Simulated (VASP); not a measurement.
Crystal: KF.

```xyz
8
Lattice="0.0326 2.7053 2.7001 5.5127 2.6676 -2.5973 -5.5055 2.5954 -2.6553" Properties=species:S:1:pos:R:3 pbc="T T T"
K    -2.7896    2.6999   -2.5442
K     0.1014    5.1231   -2.6859
K    -0.0551    2.8246    0.1297
K     2.7171    2.4853   -2.6334
F     0.1300    2.6787   -2.6324
F    -2.6958    2.7716    0.0073
F    -2.7977    5.3904   -2.7148
F    -0.0222    5.0841   -5.1919
```

| Item | Value |
| --- | --- |
| Program | VASP 6.6.1 |
| Task | relaxation of cell and atoms |
| Functional | PBE |
| Potentials or basis | VASP PAW PBE potentials, release 64 (K_sv, F) |
| Cutoff | 600 eV |
| k mesh | 4 × 2 × 2 |
| Occupations | gaussian, width 0.1 eV |
| Spin | no spin polarisation |

At the start: pressure 1.5 GPa; volume 19.57 Å³/atom.

Problem. How do energy, volume and symmetry change on relaxing?

Solution. Over 12 steps the energy falls by 36.8 meV/atom and the volume is 19.97 Å³/atom (+2.0 %); space group P1 (No. 1, to 0.1 Å) before, Fm-3m (No. 225, to 0.1 Å).

Step by step:
| step | energy change (eV) | largest force (eV/Å) | pressure (GPa) | volume (Å³) |
| --- | --- | --- | --- | --- |
| 1 | 0.0000 | 0.7185 | 1.55 | 156.56 |
| 2 | -0.1188 | 0.4230 | 0.35 | 160.87 |
| 3 | -0.1741 | 0.2025 | -0.96 | 167.46 |
| 4 | -0.2079 | 0.1901 | -0.63 | 164.74 |
| 5 | -0.2420 | 0.1818 | 0.61 | 157.03 |
| 6 | -0.2436 | 0.1828 | 0.36 | 158.40 |
| 7 | -0.2622 | 0.1454 | 0.20 | 158.81 |
| 8 | -0.2812 | 0.1281 | -0.07 | 159.79 |
| 9 | -0.2899 | 0.0693 | -0.02 | 159.39 |
| 10 | -0.2931 | 0.0584 | 0.06 | 158.95 |
| 11 | -0.2944 | 0.0311 | -0.04 | 159.45 |
| 12 | -0.2946 | 0.0176 | -0.09 | 159.73 |

Final structure:
```cif
data_structure
_symmetry_space_group_name_H-M 'P 1'
_symmetry_Int_Tables_number 1
_cell_length_a 3.8379
_cell_length_b 6.6422
_cell_length_c 6.6431
_cell_angle_alpha 109.398
_cell_angle_beta 89.989
_cell_angle_gamma 90.017
_cell_volume 159.73
loop_
_atom_site_label
_atom_site_type_symbol
_atom_site_fract_x
_atom_site_fract_y
_atom_site_fract_z
_atom_site_occupancy
K1 K 0.99952 0.25065 0.75117 1
K2 K 0.50012 0.74861 0.74882 1
K3 K 0.49765 0.24958 0.24885 1
K4 K 0.00170 0.75177 0.25096 1
F1 F 0.00036 0.49839 0.49900 1
F2 F 0.50190 0.00044 0.50089 1
F3 F 0.50038 0.50150 0.00094 1
F4 F 0.99837 0.99906 0.99936 1
```

Caveat: the k points lie up to 0.50 Å⁻¹ apart in the final cell.
